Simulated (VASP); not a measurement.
## Mo: relaxation of cell and atoms with LDA

The system is Mo.

```
Mo
1.0
    -2.46347    2.46347    1.28472
     2.46347   -2.46347    1.28472
     2.46347    2.46347   -1.28472
Mo
2
Direct
  0.62500 0.87500 0.75000
  0.37500 0.12500 0.25000
```

```json
{"Program": "VASP 6.6.1", "Task": "relaxation of cell and atoms", "Functional": "LDA", "Potentials or basis": "VASP PAW LDA potentials, release 64 (Mo_sv)", "Cutoff": "600 eV", "k mesh": "16 × 16 × 16", "Occupations": "fermi-dirac, width 0.05 eV", "Spin": "no spin polarisation", "Target pressure": "6.5 GPa", "Dipole correction": "no", "Further INCAR settings": "ALGO = Normal; EDIFF = 1e-06; IBRION = 2; EDIFFG = -0.005; NSW = 32; ISIF = 3"}
```

- Relaxed volume: 15.66 Å³/atom
- Relaxed cell: a = 3.719 Å, b = 3.719 Å, c = 3.719 Å, α = 96.88°, β = 96.88°, γ = 139.52°
- Space group after relaxing (to 0.1 Å): I4_1/amd (No. 141)
- Energy change on relaxing (the run minimises the enthalpy): -3.0 meV/atom
- Ionic steps: 6
- Pressure after relaxing: 6.5 GPa
- Band gap on the k mesh: zero (bands 14 and 15 overlap by 3.19 eV)

Step by step:
| step | energy change (eV) | largest force (eV/Å) | pressure (GPa) | volume (Å³) |
| --- | --- | --- | --- | --- |
| 1 | 0.0000 | 0.0000 | 7.63 | 31.19 |
| 2 | -0.0174 | 0.0000 | 3.51 | 31.69 |
| 3 | -0.0062 | 0.0000 | 6.48 | 31.33 |
| 4 | -0.0061 | 0.0000 | 6.48 | 31.32 |
| 5 | -0.0050 | 0.0000 | 6.71 | 31.30 |
| 6 | -0.0059 | 0.0000 | 6.52 | 31.32 |

Final structure:
```yaml
crystal:
  lattice:
    - [-2.46700, 2.46700, 1.28656]
    - [2.46700, -2.46700, 1.28656]
    - [2.46700, 2.46700, -1.28656]
  atoms:
    - { symbol: Mo, position: [0.62500, 0.87500, 0.75000] }
    - { symbol: Mo, position: [0.37500, 0.12500, 0.25000] }
```

Levels at points of the mesh, in eV from the Fermi level:
```
           k point  band 11  band 12  band 13  band 14  band 15  band 16  band 17  band 18
(0.00, 0.00, 0.00)    -4.05    -3.56    -2.98     1.89     1.89     1.94     1.94     4.27
(0.50, 0.00, 0.00)    -3.47    -2.32    -0.73    -0.47     0.98     1.67     3.19     3.25
(0.50, 0.50, 0.00)    -3.05    -3.05    -1.26    -1.26     0.89     0.89     2.91     2.91
(0.50, 0.50, 0.50)    -2.72    -2.72     0.30     0.30     0.72     0.72     2.43     2.43
```

Wall time 31 min on 1 × NVIDIA H100 80GB with 1 thread of Intel(R) Xeon(R) Platinum 8481C CPU @ 2.70GHz (Sapphire Rapids), on a shared host, peak memory 1.3 GiB.

Caveat: the cell is relaxed towards a set pressure, so the run minimises the enthalpy, not the energy.
